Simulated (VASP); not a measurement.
# B3Pd (Fm-3m) in VASP: notebook

The runs below take B3Pd through single point, with PBE.

Program: VASP 6.6.1. These are calculated values, not measurements. Logs are shortened: lines on timing, memory, paths and dates and some standing lists are left out, and cuts for length are marked.

## 1. The cell of the first run

Symmetry: Fm-3m, No. 225, cubic system. Conventional cell: a = 5.244 Å, b = 5.244 Å, c = 5.244 Å, α = 90.00°, β = 90.00°, γ = 90.00°. B (site symmetry -43m) has 10 B at 2.27 to 2.62 Å and 4 Pd at 2.27 Å within 3.0 Å. B (site symmetry m-3m) has 8 B at 2.27 Å and 6 Pd at 2.62 Å within 3.0 Å. Pd (site symmetry m-3m) has 14 B at 2.27 to 2.62 Å within 3.0 Å.

## 2. Single point, PBE

INCAR

```
SYSTEM = B3Pd
ALGO = Normal
EDIFF = 1E-6
ENCUT = 500
GGA = PE
GGA_COMPAT = .False.
ISIF = 2
ISMEAR = 0
LASPH = .True.
LCHARG = .False.
LREAL = .False.
LWAVE = .False.
NBANDS = 18
NELM = 120
PREC = Accurate
SIGMA = 0.2
```

KPOINTS

```
k-points
0
Gamma
  6 6 6
  0 0 0
```

POSCAR

```
B3Pd
1.0
    0.0000000000      2.6222005165      2.6222005165
    2.6222005165      0.0000000000      2.6222005165
    2.6222005165      2.6222005165      0.0000000000
B Pd
3 1
Direct
    0.2500000000      0.2500000000      0.2500000000
    0.7500000000      0.7500000000      0.7500000000
    0.5000000000      0.5000000000      0.5000000000
    0.0000000000      0.0000000000      0.0000000000
```

Potentials or basis: VASP PAW PBE potentials, release 64 (B, Pd).

Started as:

```
cat potpaw_PBE.64/B/POTCAR potpaw_PBE.64/Pd/POTCAR > POTCAR
mpirun -np 1 vasp_std > vasp.out
```

OUTCAR:

```text
SYSTEM = B3Pd
   EDIFF = 1E-6
   ENCUT = 500
   GGA = PE
   ISIF = 2
   ISMEAR = 0
   LASPH = .True.
   LREAL = .False.
   NELM = 120
   PREC = Accurate

 ion  position               nearest neighbor table
   1  0.250  0.250  0.250-   4 2.27   4 2.27   4 2.27   4 2.27
   2  0.750  0.750  0.750-   4 2.27   4 2.27   4 2.27   4 2.27
   3  0.500  0.500  0.500-   4 2.62   4 2.62   4 2.62   4 2.62   4 2.62   4 2.62
   4  0.000  0.000  0.000-   2 2.27   2 2.27   2 2.27   1 2.27   2 2.27   1 2.27   1 2.27   1 2.27
                             3 2.62   3 2.62   3 2.62   3 2.62   3 2.62   3 2.62

  LATTYP: Found a face centered cubic cell.
 ALAT       =     5.2444010330

  Lattice vectors:

 A1 = (   0.0000000000,   2.6222005165,   2.6222005165)
 A2 = (   2.6222005165,   0.0000000000,   2.6222005165)
 A3 = (   2.6222005165,   2.6222005165,   0.0000000000)

Analysis of symmetry for initial positions (statically):
=====================================================================
 Subroutine PRICEL returns:
 Original cell was already a primitive cell.

 Routine SETGRP: Setting up the symmetry group for a
 face centered cubic supercell.

 Subroutine GETGRP returns: Found 48 space group operations
 (whereof 48 operations were pure point group operations)
 out of a pool of 48 trial point group operations.

The static configuration has the point symmetry O_h .

Analysis of symmetry for dynamics (positions and initial velocities):
=====================================================================
 Subroutine PRICEL returns:
 Original cell was already a primitive cell.

 Routine SETGRP: Setting up the symmetry group for a
 face centered cubic supercell.

 Subroutine GETGRP returns: Found 48 space group operations
 (whereof 48 operations were pure point group operations)
 out of a pool of 48 trial point group operations.

The dynamic configuration has the point symmetry O_h .

 Subroutine INISYM returns: Found 48 space group operations
 (whereof 48 operations are pure point group operations),
 and found     1 'primitive' translations

----------------------------------------------------------------------------------------

                                     Primitive cell

  volume of cell :      36.0602

  direct lattice vectors                    reciprocal lattice vectors
     0.000000000  2.622200516  2.622200516    -0.190679544  0.190679544  0.190679544
     2.622200516  0.000000000  2.622200516     0.190679544 -0.190679544  0.190679544
     2.622200516  2.622200516  0.000000000     0.190679544  0.190679544 -0.190679544

  length of vectors
     3.708351534  3.708351534  3.708351534     0.330266659  0.330266659  0.330266659

  position of ions in fractional coordinates (direct lattice)
     0.250000000  0.250000000  0.250000000
     0.750000000  0.750000000  0.750000000
     0.500000000  0.500000000  0.500000000
     0.000000000  0.000000000  0.000000000

  ion indices of the primitive-cell ions
   primitive index   ion index
                 1           1
                 2           2
                 3           3
                 4           4

----------------------------------------------------------------------------------------

 KPOINTS: k-points

Automatic generation of k-mesh.
 Grid dimensions read from file:
 generate k-points for:    6    6    6

 Generating k-lattice:

  Cartesian coordinates                     Fractional coordinates (reciprocal lattice)
    -0.031779924  0.031779924  0.031779924     0.166666667  0.000000000  0.000000000
     0.031779924 -0.031779924  0.031779924     0.000000000  0.166666667  0.000000000
     0.031779924  0.031779924 -0.031779924     0.000000000  0.000000000  0.166666667

  Length of vectors
     0.055044443  0.055044443  0.055044443

  Shift w.r.t. Gamma in fractional coordinates (k-lattice)
     0.000000000  0.000000000  0.000000000

 Subroutine IBZKPT returns following result:
 ===========================================

 Found     16 irreducible k-points:

 Following reciprocal coordinates:
            Coordinates               Weight
  0.000000  0.000000  0.000000      1.000000
  0.166667  0.000000  0.000000      8.000000
  0.333333  0.000000  0.000000      8.000000
  0.500000  0.000000  0.000000      4.000000
  0.166667  0.166667  0.000000      6.000000
  0.333333  0.166667  0.000000     24.000000
[... 8 lines left out ...]
 -0.333333  0.333333  0.166667     24.000000
 -0.333333  0.500000  0.166667     12.000000
   k-points           NKPTS =     16   k-points in BZ     NKDIM =     16   number of bands    NBANDS=     18
   number of dos      NEDOS =    301   number of ions     NIONS =      4
   total plane-waves  NPLWV =  21952
   dimension x,y,z NGX =    28 NGY =   28 NGZ =   28
   dimension x,y,z NGXF=    56 NGYF=   56 NGZF=   56
   ions per type =               3   1
   NGX,Y,Z   is equivalent  to a cutoff of  12.55, 12.55, 12.55 a.u.
   NGXF,Y,Z  is equivalent  to a cutoff of  25.10, 25.10, 25.10 a.u.
 SYSTEM =  B3Pd
   PREC   = accura    normal or accurate (medium, high low for compatibility)
   ISTART =      0    job   : 0-new  1-cont  2-samecut
   ICHARG =      2    charge: 1-file 2-atom 10-const
   ISPIN  =      1    spin polarized calculation?
   LNONCOLLINEAR =      F non collinear calculations
   LSORBIT =      F    spin-orbit coupling
   LASPH  =      T    aspherical Exc in radial PAW
   ENCUT  =  500.0 eV  36.75 Ry    6.06 a.u.   6.76  6.76  6.76*2*pi/ulx,y,z
   NELM   =    120;   NELMIN=  2; NELMDL= -5     # of ELM steps
   EDIFF  = 0.1E-05   stopping-criterion for ELM
   LREAL  =      F    real-space projection
   EDIFFG = 0.1E-04   stopping-criterion for IOM
   NSW    =      0    number of steps for IOM
   IBRION =     -1    ionic relax: 0-MD 1-quasi-New 2-CG
   NFREE  =      0    steps in history (QN), initial steepest desc. (CG)
   ISIF   =      2    stress and relaxation
   ISYM   =      2    0-nonsym 1-usesym 2-fastsym
   POTIM  = 0.5000    time-step for ionic-motion
   TEBEG  =    0.0;   TEEND  =   0.0 temperature during run
   PSTRESS=    0.0 pullay stress
   NELECT =      19.0000    total number of electrons
   NUPDOWN=      -1.0000    fix difference up-down
   EMIN   =  10.00;   EMAX   =-10.00  energy-range for DOS
   EFERMI =   0.00;   METHOD = LEGACY
   ISMEAR =     0;   SIGMA  =   0.20  broadening in eV -4-tet -1-fermi 0-gaus
   EFERMI_NEDOS =   21; number of points for ismear=-14 and -15
   IALGO  =     38    algorithm
   IMIX   =      4    mixing-type and parameters
     AMIX     =   0.40;   BMIX     =  1.00
     AMIX_MAG =   1.60;   BMIX_MAG =  1.00
  volume/ion in A,a.u.               =       9.02        60.84
  Fermi-wavevector in a.u.,A,eV,Ry     =   1.322260  2.498709 23.788032  1.748371
  Thomas-Fermi vector in A             =   2.451954
   LORBIT       =      0    0 simple, 1 ext, 2 COOP (PROOUT), +10 PAW based schemes
   GGA     = PE    functional components
   LHFCALC =     F    Hartree Fock is set to
   AEXX    =    0.0000 exact exchange contribution
   IVDW    =     0    specifies the selected vdW correction
   LEPSILON=     F    determine dielectric tensor
   LRPA    =     F    only Hartree local field effects (RPA)
 non-spin polarized calculation
 Gauss-broadening in eV      SIGMA  =   0.20
  energy-cutoff  :      500.00
  volume of cell :       36.06
 maximum number of plane-waves:       941
   NGX = 13   NGY = 13   NGZ = 13

 number of electron      18.9999995 magnetization

 Free energy of the ion-electron system (eV)
  ---------------------------------------------------
  ext. energy  EPLUGINS =         0.00000000
  ---------------------------------------------------
  free energy    TOTEN  =       -19.56867443 eV

  energy without entropy =      -19.52548797  energy(sigma->0) =      -19.54708120

 E-fermi :   9.6233     XC(G=0): -12.6921

 val. band max:        9.6014828759   @ k =   0.5000   0.5000   0.0000
 cond. band min:       9.6383093249   @ k =   0.3333   0.0000   0.0000
 fundamental gap:      0.0368264490
 Fermi energy:         9.6233126856

 k-point     1 :       0.0000    0.0000    0.0000
  band No.  band energies     occupation
      1      -4.7149      2.00000
      2       2.6354      2.00000
      3       2.6354      2.00000
      4       2.6354      2.00000
      5       4.9426      2.00000
      6       4.9426      2.00000
[... 10 lines left out ...]
     17      13.6044      0.00000
     18      22.6882      0.00000

 k-point     2 :       0.1667    0.0000    0.0000
  band No.  band energies     occupation
      1      -4.3001      2.00000
      2       1.9944      2.00000
      3       2.7564      2.00000
      4       2.7564      2.00000
      5       4.6046      2.00000
      6       4.6046      2.00000
[... 10 lines left out ...]
     17      15.9054      0.00000
     18      23.1203      0.00000

 k-point     3 :       0.3333    0.0000    0.0000
  band No.  band energies     occupation
      1      -3.1131      2.00000
      2       0.5102      2.00000
      3       2.7426      2.00000
      4       2.7426      2.00000
      5       4.6466      2.00000
      6       4.6466      2.00000
[... 10 lines left out ...]
     17      17.2389      0.00000
     18      22.3811      0.00000

 k-point     4 :       0.5000    0.0000    0.0000
  band No.  band energies     occupation
      1      -1.3895      2.00000
      2      -1.3356      2.00000
      3       2.6136      2.00000
      4       2.6136      2.00000
      5       5.0370      2.00000
      6       5.0370      2.00000
[... 207 lines left out ...]
      4       3.0716      2.00000
      5       3.7262      2.00000
      6       5.0755      2.00000
[... 10 lines left out ...]
     17      17.6409      0.00000
     18      20.8999      0.00000

 k-point    15 :      -0.3333    0.3333    0.1667
  band No.  band energies     occupation
      1      -0.7350      2.00000
      2      -0.3189      2.00000
      3       1.1142      2.00000
      4       2.6926      2.00000
      5       4.2184      2.00000
      6       4.8417      2.00000
[... 10 lines left out ...]
     17      16.8972      0.00000
     18      21.1416      0.00000

 k-point    16 :      -0.3333    0.5000    0.1667
  band No.  band energies     occupation
      1      -0.4212      2.00000
      2       0.1504      2.00000
      3       0.6974      2.00000
      4       2.4282      2.00000
      5       4.4912      2.00000
      6       4.8766      2.00000
[... 10 lines left out ...]
     17      16.7756      0.00000
     18      21.6350      0.00000

------------------------ aborting loop because EDIFF is reached ----------------------------------------

  FORCE on cell =-STRESS in cart. coord.  units (eV):
  Direction    XX          YY          ZZ          XY          YZ          ZX
  --------------------------------------------------------------------------------------
  -------------------------------------------------------------------------------------
  Total       -0.0825195     -0.0825195     -0.0825195      0.0000000      0.0000000      0.0000000
  in kB       -3.6663990     -3.6663990     -3.6663990      0.0000000      0.0000000      0.0000000
  external PRESSURE =      -3.6663990 kB  Pullay stress =       0.0000000 kB

 VOLUME and BASIS-vectors are now :
 -----------------------------------------------------------------------------
  energy-cutoff  :      500.00
  volume of cell :       36.06
      direct lattice vectors                 reciprocal lattice vectors
     0.000000000  2.622200516  2.622200516    -0.190679544  0.190679544  0.190679544
     2.622200516  0.000000000  2.622200516     0.190679544 -0.190679544  0.190679544
     2.622200516  2.622200516  0.000000000     0.190679544  0.190679544 -0.190679544

 POSITION                                       TOTAL-FORCE (eV/Angst)
 -----------------------------------------------------------------------------------
      1.31110      1.31110      1.31110         0.000000      0.000000      0.000000
      3.93330      3.93330      3.93330        -0.000000     -0.000000     -0.000000
      2.62220      2.62220      2.62220        -0.000000      0.000000     -0.000000
      0.00000      0.00000      0.00000        -0.000000      0.000000     -0.000000
 -----------------------------------------------------------------------------------
    total drift:                               -0.000000     -0.000000      0.000000

  FREE ENERGIE OF THE ION-ELECTRON SYSTEM (eV)
  ---------------------------------------------------
  free  energy   TOTEN  =       -19.5686744268 eV

  energy  without entropy=      -19.5254879722  energy(sigma->0) =      -19.54708120
```

Wall time 19 s (1 thread of AMD EPYC 7R13, shared host); peak memory 0.13 GiB.

Results:

```yaml
Free_energy: -19.5687 eV
Pressure: -0.4 GPa
```

## 3. Single point, PBE

This run uses another cell than the first one, of 8.99 Å³/atom, 0.997 times its volume.

INCAR

```
ALGO = Normal
EDIFF = 1E-6
ENCUT = 500
GGA = PE
GGA_COMPAT = F
ISIF = 2
ISMEAR = 0
LASPH = T
LCHARG = F
LREAL = F
LWAVE = F
NBANDS = 18
NELM = 120
PREC = Accurate
SIGMA = 0.2
```

KPOINTS

```
k-points
0
Gamma
  6 6 6
```

POSCAR

```
B3Pd
1.0
    0.0000000000      2.6199380082      2.6199380082
    2.6199380082      0.0000000000      2.6199380082
    2.6199380082      2.6199380082      0.0000000000
B Pd
3 1
Direct
    0.0000000000      0.0000000000      0.0000000000
    0.2500000000      0.2500000000      0.2500000000
    0.7500000000      0.7500000000      0.7500000000
    0.5000000000      0.5000000000      0.5000000000
```

Potentials or basis: VASP PAW PBE potentials, release 64 (B, Pd).

Started as:

```
cat potpaw_PBE.64/B/POTCAR potpaw_PBE.64/Pd/POTCAR > POTCAR
mpirun -np 1 vasp_std > vasp.out
```

Wall time 19 s (1 thread of AMD EPYC 7R13, shared host); peak memory 0.13 GiB.

The run converged. Its results:

| Property | Result |
| --- | --- |
| Free energy | -19.5687 eV |
| Pressure | 0.1 GPa |

Levels at points of the mesh, in eV from the Fermi level:
```csv
k point,band 7,band 8,band 9,band 10,band 11,band 12,band 13,band 14
"(0.00, 0.00, 0.00)",-1.16,-1.08,-1.08,-1.08,2.21,3.03,3.03,3.03
"(0.50, 0.00, 0.00)",-4.36,-1.81,-0.90,-0.90,0.90,0.90,3.56,5.51
"(0.50, 0.50, 0.00)",-4.77,-4.21,-3.27,-0.02,1.22,5.44,5.75,5.75
```
